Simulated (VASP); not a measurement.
KTaO3: relaxation of cell and atoms with PBE

KTaO3:

```
K Ta O
1.0
     4.02454    0.00000    0.00000
     0.00000    4.02454    0.00000
     0.00000    0.00000    4.02454
K Ta O
1 1 3
Cartesian
  2.0123 2.0123 2.0123
  0.0000 0.0000 0.0000
  2.0123 0.0000 0.0000
  0.0000 2.0123 0.0000
  0.0000 0.0000 2.0123
```

```
Program                : VASP 6.6.1
Task                   : relaxation of cell and atoms
Functional             : PBE
Potentials or basis    : VASP PAW PBE potentials, release 64 (K_sv, Ta_pv, O)
Cutoff                 : 600 eV
k mesh                 : 8 × 8 × 8
Occupations            : gaussian, width 0.02 eV
Spin                   : no spin polarisation
Dipole correction      : no
Further INCAR settings : ALGO = Normal; EDIFF = 1e-06; IBRION = 2; EDIFFG = -0.01; NSW = 100; ISIF = 3
```

| Property | Result |
| --- | --- |
| Relaxed volume | 13.06 Å³/atom |
| Relaxed cell | a = 4.027 Å, b = 4.027 Å, c = 4.027 Å, α = 90.00°, β = 90.00°, γ = 90.00° |
| Space group after relaxing (to 0.1 Å) | Pm-3m (No. 221) |
| Energy gained by relaxing | 0.0 meV/atom |
| Ionic steps | 3 |
| Pressure after relaxing | 0.0 GPa |
| Band gap on the k mesh | 2.11 eV (least direct gap 2.74 eV) |

The path:
```
step  energy change (eV)  largest force (eV/Å)  pressure (GPa)  volume (Å³)
   1              0.0000                0.0000            0.40        65.19
   2              0.0001                0.0000           -0.48        65.49
   3             -0.0002                0.0000            0.00        65.32
```

Final structure:
```
K Ta O
1.0
     4.02728    0.00000    0.00000
     0.00000    4.02728    0.00000
     0.00000    0.00000    4.02728
K Ta O
1 1 3
Direct
  0.50000 0.50000 0.50000
  0.00000 0.00000 0.00000
  0.50000 0.00000 0.00000
  0.00000 0.50000 0.00000
  0.00000 0.00000 0.50000
```

Levels at points of the mesh, in eV from the valence-band top:
```csv
k point,band 16,band 17,band 18,band 19,band 20,band 21,band 22,band 23
"(0.00, 0.00, 0.00)",-1.01,-0.63,-0.63,-0.63,2.11,2.11,2.11,6.40
"(0.50, 0.00, 0.00)",-2.07,-1.44,-0.85,-0.85,2.26,4.83,4.83,6.47
"(0.50, 0.50, 0.00)",-1.70,-1.40,-1.40,-0.04,4.86,4.86,6.10,7.29
"(0.50, 0.50, 0.50)",-3.81,0.00,0.00,0.00,6.21,6.21,6.21,8.83
```

Run time: 36 s on 1 thread of Intel(R) Xeon(R) 6975P-C (Granite Rapids), with other jobs on the host, peak memory 0.23 GiB.

Caveat: spin-orbit coupling is left out, which moves the levels of the heavy elements. A k mesh can miss the band edges.
